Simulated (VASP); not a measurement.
# Zr in VASP: further runs, part 2 of 2

VASP 6.6.1.

## Step 3: Electric field gradients, PBE (x and y stretched by +3 %, z held)

Contents of INCAR:

```
SYSTEM = Zr
ALGO     = Normal         ! electronic algorithm
EDIFF    = 1E-8           ! SCF threshold, eV
ENCUT    = 520            ! plane-wave cutoff, eV
GGA      = PE             ! functional
ISIF     = 2              ! what is computed and relaxed
ISMEAR   = -1             ! smearing method
LASPH    = .True.         ! aspherical terms in the spheres
LCHARG   = .False.        ! write CHGCAR
LEFG     = .True.       
LREAL    = .False.        ! projectors in reciprocal space
LWAVE    = .False.        ! write WAVECAR
NBANDS   = 19             ! bands
NELM     = 80             ! most SCF steps
PREC     = Accurate       ! precision mode
SIGMA    = 0.03           ! smearing width, eV
```

Contents of KPOINTS:

```
k-points
0
Gamma
  13 13 7
  0 0 0
```

Contents of POSCAR:

```
Zr
1.0
    3.3289581692      0.0000000000      0.0000000000
   -1.6644790845      2.8829623426      0.0000000000
    0.0000000000      0.0000000000      5.1470000000
Zr
2
Direct
    0.3333333333      0.6666666667      0.2500000000
    0.6666666667      0.3333333333      0.7500000000
```

Potentials or basis: VASP PAW PBE potentials, release 64 (Zr_sv).

On the command line:

```bash
$ cat potpaw_PBE.64/Zr_sv/POTCAR > POTCAR
$ mpirun -np 1 vasp_std > vasp.out
```

OUTCAR:

```text
SYSTEM = Zr
   EDIFF = 1E-8
   ENCUT = 520
   GGA = PE
   ISIF = 2
   ISMEAR = -1
   LASPH = .True.
   LREAL = .False.
   NELM = 80
   PREC = Accurate

 ion  position               nearest neighbor table
   1  0.333  0.667  0.250-   2 3.21   2 3.21   2 3.21   2 3.21   2 3.21   2 3.21
   2  0.667  0.333  0.750-   1 3.21   1 3.21   1 3.21   1 3.21   1 3.21   1 3.21

  LATTYP: Found a hexagonal cell.
 ALAT       =     3.3289581692
 C/A-ratio  =     1.5461293709

  Lattice vectors:

 A1 = (   3.3289581692,   0.0000000000,   0.0000000000)
 A2 = (  -1.6644790845,   2.8829623426,   0.0000000000)
 A3 = (   0.0000000000,   0.0000000000,   5.1470000000)

Analysis of symmetry for initial positions (statically):
=====================================================================
 Subroutine PRICEL returns:
 Original cell was already a primitive cell.

 Routine SETGRP: Setting up the symmetry group for a
 hexagonal supercell.
[... 719 lines left out ...]
  volume of cell :       49.40
      direct lattice vectors                 reciprocal lattice vectors
     3.328958169  0.000000000  0.000000000     0.300394282  0.173432720  0.000000000
    -1.664479084  2.882962343  0.000000000     0.000000000  0.346865439  0.000000000
     0.000000000  0.000000000  5.147000000     0.000000000  0.000000000  0.194287935

 POSITION                                       TOTAL-FORCE (eV/Angst)
 -----------------------------------------------------------------------------------
     -0.00000      1.92197      1.28675         0.000000     -0.000000      0.000000
      1.66448      0.96099      3.86025        -0.000000      0.000000      0.000000
 -----------------------------------------------------------------------------------
    total drift:                                0.000000     -0.000000      0.000000

  FREE ENERGIE OF THE ION-ELECTRON SYSTEM (eV)
  ---------------------------------------------------
  free  energy   TOTEN  =       -16.9941780949 eV

  energy  without entropy=      -16.9861858962  energy(sigma->0) =      -16.99018200

 Electric field gradients (V/A^2)
---------------------------------------------------------------------
 ion       V_xx      V_yy      V_zz      V_xy      V_xz      V_yz
---------------------------------------------------------------------
   1     -23.728   -23.728    47.456     0.000    -0.000     0.000
   2     -23.728   -23.728    47.456     0.000     0.000    -0.000
---------------------------------------------------------------------

 Electric field gradients after diagonalization (V/A^2)
 (convention: |V_zz| > |V_xx| > |V_yy|)
----------------------------------------------------------------------
 ion       V_xx      V_yy      V_zz     asymmetry (V_yy - V_xx)/ V_zz
----------------------------------------------------------------------
   1     -23.728   -23.728    47.456       0.000
   2     -23.728   -23.728    47.456       0.000
----------------------------------------------------------------------

           NMR quadrupolar parameters

 Cq : quadrupolar parameter    Cq=e*Q*V_zz/h
 eta: asymmetry parameters     (V_yy - V_xx)/ V_zz
 Q  : nuclear electric quadrupole moment in mb (millibarn)
----------------------------------------------------------------------
 ion       Cq(MHz)       eta       Q (mb)
----------------------------------------------------------------------
   1       0.115       0.000       1.000
   2       0.115       0.000       1.000
----------------------------------------------------------------------
```

OSZICAR:

```text
N       E                     dE             d eps       ncg     rms          rms(c)
DAV:   1     0.213547350312E+03    0.21355E+03   -0.13115E+04  3192   0.124E+03
DAV:   2    -0.182629320643E+01   -0.21537E+03   -0.21131E+03  3793   0.363E+02
DAV:   3    -0.173415481587E+02   -0.15515E+02   -0.15401E+02  5668   0.702E+01
DAV:   4    -0.177812777009E+02   -0.43973E+00   -0.43887E+00  3804   0.121E+01
DAV:   5    -0.177956985236E+02   -0.14421E-01   -0.14417E-01  4774   0.154E+00    0.128E+01
DAV:   6    -0.171226307143E+02    0.67307E+00   -0.10628E+00  3498   0.755E+00    0.485E+00
DAV:   7    -0.169888994094E+02    0.13373E+00   -0.64125E-01  4481   0.513E+00    0.115E+00
DAV:   8    -0.169940770173E+02   -0.51776E-02   -0.40470E-02  4213   0.144E+00    0.266E-01
DAV:   9    -0.169942229671E+02   -0.14595E-03   -0.20752E-03  3987   0.390E-01    0.316E-02
DAV:  10    -0.169941775921E+02    0.45375E-04   -0.59743E-05  4206   0.426E-02    0.245E-02
DAV:  11    -0.169941783862E+02   -0.79409E-06   -0.10681E-05  3620   0.352E-02    0.275E-03
DAV:  12    -0.169941784805E+02   -0.94324E-07   -0.40900E-07  4663   0.408E-03    0.275E-03
DAV:  13    -0.169941781575E+02    0.32304E-06   -0.52509E-08  3776   0.201E-03    0.777E-04
DAV:  14    -0.169941780924E+02    0.65107E-07   -0.36347E-09  2055   0.663E-04    0.176E-04
DAV:  15    -0.169941780949E+02   -0.24802E-08   -0.53891E-10  1953   0.212E-04
   1 F= -.16994178E+02 E0= -.16990182E+02  d E =-.799220E-02
```

Wall time 34 s (1 thread of Intel Xeon 6975P-C (Granite Rapids), shared host); peak memory 0.21 GiB.

What came out:

```
Free energy                             : -16.9942 eV
Pressure                                : -4.5 GPa
Band gap on the k mesh                  : zero (bands 12 and 13 overlap by 1.13 eV)
Largest electric field gradient by atom : Zr +47.5 V/Å²
```

Levels at points of the mesh, in eV from the Fermi level:
| k point | band 8 | band 9 | band 10 | band 11 | band 12 | band 13 | band 14 | band 15 | band 16 | band 17 |
| --- | --- | --- | --- | --- | --- | --- | --- | --- | --- | --- |
| (0.00, 0.00, 0.00) | -26.58 | -5.58 | -2.89 | 0.77 | 0.77 | 1.16 | 1.18 | 1.47 | 1.47 | 1.80 |

Electric field gradients, principal values (V/Å²):
```
atom    least   middle  greatest (by size)
1 Zr  -23.728  -23.728              47.456
2 Zr  -23.728  -23.728              47.456
```

Caveat: the cell differs from its parent crystal (x and y stretched by +3 %, z held); the cell stands under tension; without QUAD_EFG the Cq values of the log hold for a quadrupole moment of 1 mb, not for the nuclei.

## Step 4: Electric field gradients, PBE (atom 1 (Zr) moved by [0.0, 0.0, 0.03] A)

Contents of INCAR:

```
SYSTEM = Zr
ALGO = Normal
EDIFF = 1E-8
ENCUT = 520
GGA = PE
ISIF = 2
ISMEAR = -1
LASPH = .True.
LCHARG = .False.
LEFG = .True.
LREAL = .False.
LWAVE = .False.
NBANDS = 19
NELM = 60
PREC = Accurate
SIGMA = 0.03
```

KPOINTS is that of step 3.

Contents of POSCAR:

```
Zr
1.0
    3.2319982225      0.0000000000      0.0000000000
   -1.6159991112      2.7989925656      0.0000000000
    0.0000000000      0.0000000000      5.1470000000
Zr
2
Direct
    0.3333333333      0.6666666667      0.2558286380
    0.6666666667      0.3333333333      0.7500000000
```

Potentials or basis: VASP PAW PBE potentials, release 64 (Zr_sv).

On the command line:

```bash
$ cat potpaw_PBE.64/Zr_sv/POTCAR > POTCAR
$ mpirun -np 1 vasp_std > vasp.out
```

OUTCAR:

```text
SYSTEM = Zr
   EDIFF = 1E-8
   ENCUT = 520
   GGA = PE
   ISIF = 2
   ISMEAR = -1
   LASPH = .True.
   LREAL = .False.
   NELM = 60
   PREC = Accurate

 ion  position               nearest neighbor table
   1  0.333  0.667  0.256-   2 3.15   2 3.15   2 3.15   2 3.20   2 3.20   2 3.20
   2  0.667  0.333  0.750-   1 3.15   1 3.15   1 3.15   1 3.20   1 3.20   1 3.20

  LATTYP: Found a hexagonal cell.
 ALAT       =     3.2319982225
 C/A-ratio  =     1.5925132521

  Lattice vectors:

 A1 = (   3.2319982225,   0.0000000000,   0.0000000000)
 A2 = (  -1.6159991112,   2.7989925656,   0.0000000000)
 A3 = (   0.0000000000,   0.0000000000,   5.1470000000)

Analysis of symmetry for initial positions (statically):
=====================================================================
 Subroutine PRICEL returns:
 Original cell was already a primitive cell.

 Routine SETGRP: Setting up the symmetry group for a
 hexagonal supercell.
[... 718 lines left out ...]
  volume of cell :       46.56
      direct lattice vectors                 reciprocal lattice vectors
     3.231998223  0.000000000  0.000000000     0.309406111  0.178635701  0.000000000
    -1.615999111  2.798992566  0.000000000     0.000000000  0.357271403  0.000000000
     0.000000000  0.000000000  5.147000000     0.000000000  0.000000000  0.194287935

 POSITION                                       TOTAL-FORCE (eV/Angst)
 -----------------------------------------------------------------------------------
     -0.00000      1.86600      1.31675        -0.000000      0.000000     -0.100388
      1.61600      0.93300      3.86025         0.000000      0.000000      0.100388
 -----------------------------------------------------------------------------------
    total drift:                                0.000000     -0.000000     -0.000001

  FREE ENERGIE OF THE ION-ELECTRON SYSTEM (eV)
  ---------------------------------------------------
  free  energy   TOTEN  =       -17.0399871826 eV

  energy  without entropy=      -17.0331948077  energy(sigma->0) =      -17.03659100

 Electric field gradients (V/A^2)
---------------------------------------------------------------------
 ion       V_xx      V_yy      V_zz      V_xy      V_xz      V_yz
---------------------------------------------------------------------
   1     -19.925   -19.925    39.850     0.000     0.000    -0.000
   2     -19.925   -19.925    39.850     0.000     0.000    -0.000
---------------------------------------------------------------------

 Electric field gradients after diagonalization (V/A^2)
 (convention: |V_zz| > |V_xx| > |V_yy|)
----------------------------------------------------------------------
 ion       V_xx      V_yy      V_zz     asymmetry (V_yy - V_xx)/ V_zz
----------------------------------------------------------------------
   1     -19.925   -19.925    39.850       0.000
   2     -19.925   -19.925    39.850       0.000
----------------------------------------------------------------------

           NMR quadrupolar parameters

 Cq : quadrupolar parameter    Cq=e*Q*V_zz/h
 eta: asymmetry parameters     (V_yy - V_xx)/ V_zz
 Q  : nuclear electric quadrupole moment in mb (millibarn)
----------------------------------------------------------------------
 ion       Cq(MHz)       eta       Q (mb)
----------------------------------------------------------------------
   1       0.096       0.000       1.000
   2       0.096       0.000       1.000
----------------------------------------------------------------------
```

OSZICAR:

```text
N       E                     dE             d eps       ncg     rms          rms(c)
DAV:   1     0.215244765450E+03    0.21524E+03   -0.13269E+04  4788   0.125E+03
DAV:   2    -0.129217238564E+01   -0.21654E+03   -0.21236E+03  5514   0.367E+02
DAV:   3    -0.173158563556E+02   -0.16024E+02   -0.15884E+02  8689   0.723E+01
DAV:   4    -0.177387032634E+02   -0.42285E+00   -0.42230E+00  5658   0.119E+01
DAV:   5    -0.177516208019E+02   -0.12918E-01   -0.12915E-01  7071   0.145E+00    0.143E+01
DAV:   6    -0.171511351336E+02    0.60049E+00   -0.93932E-01  5210   0.732E+00    0.564E+00
DAV:   7    -0.170336316701E+02    0.11750E+00   -0.59564E-01  6645   0.512E+00    0.112E+00
DAV:   8    -0.170398437369E+02   -0.62121E-02   -0.40456E-02  6328   0.145E+00    0.259E-01
DAV:   9    -0.170400370190E+02   -0.19328E-03   -0.15497E-03  6214   0.353E-01    0.320E-02
DAV:  10    -0.170399878287E+02    0.49190E-04   -0.39862E-05  6580   0.363E-02    0.243E-02
DAV:  11    -0.170399874761E+02    0.35258E-06   -0.96708E-06  5368   0.338E-02    0.273E-03
DAV:  12    -0.170399876072E+02   -0.13114E-06   -0.41911E-07  6924   0.413E-03    0.248E-03
DAV:  13    -0.170399872635E+02    0.34373E-06   -0.39718E-08  4989   0.168E-03    0.858E-04
DAV:  14    -0.170399871883E+02    0.75263E-07   -0.73165E-09  3063   0.102E-03    0.200E-04
DAV:  15    -0.170399871826E+02    0.56416E-08   -0.10977E-09  2961   0.332E-04
   1 F= -.17039987E+02 E0= -.17036591E+02  d E =-.679237E-02
```

stdout:

```text
POSCAR found type information on POSCAR Zr
 POSCAR found :  1 types and       2 ions
 scaLAPACK will be used
 LDA part: xc-table for (Slater+PW92), standard interpolation
 POSCAR, INCAR and KPOINTS ok, starting setup
 FFT: planning ... GRIDC
 FFT: planning ... GRID_SOFT
 FFT: planning ... GRID
 WAVECAR not read
 entering main loop
ion   1

ion   2
```

Run time: 31 s. Hardware: 1 thread of Intel Xeon 6975P-C (Granite Rapids), shared host; peak memory 0.22 GiB.

What came out:

```yaml
Free_energy: -17.0400 eV
Pressure: 0.5 GPa
Largest_force: 0.100 eV/Å
Band_gap_on_the_k_mesh: zero (bands 12 and 13 overlap by 1.11 eV)
Largest_electric_field_gradient_by_atom: Zr +39.9 V/Å²
```

Forces on the atoms (eV/Å):
```
Zr   0.000  0.000 -0.100
Zr   0.000  0.000  0.100
```

Electric field gradients, principal values (V/Å²):
```tsv
atom	least	middle	greatest (by size)
1 Zr	-19.925	-19.925	39.850
2 Zr	-19.925	-19.925	39.850
```

Caveat: the cell differs from its parent crystal (atom 1 (Zr) moved by [0.0, 0.0, 0.03] A); without QUAD_EFG the Cq values of the log hold for a quadrupole moment of 1 mb, not for the nuclei.

## Step 5: Summary

| cell | gap on the mesh (eV) | pressure (GPa) |
| --- | --- | --- |
| a = 3.232, b = 3.232, c = 5.147 Å, angles 90.0, 90.0, 120.0°, 2 atoms, atomic positions A | none | 0.5 |
| a = 3.329, b = 3.329, c = 5.147 Å, angles 90.0, 90.0, 120.0°, 2 atoms, atomic positions A | none | -4.5 |
| a = 3.232, b = 3.232, c = 5.147 Å, angles 90.0, 90.0, 120.0°, 2 atoms, atomic positions B | none | 0.5 |

Alike in all rows: task electric field gradients; level PBE; potentials or basis VASP PAW PBE potentials, release 64 (Zr_sv); no spin polarisation; k mesh 13 × 13 × 7; cutoff (eV) 520; smearing fermi-dirac 0.03 eV.

Caveats: the cell stands under tension (at least some runs).

Total energies depend on the potentials used, so only differences within one code and one set of settings carry meaning.
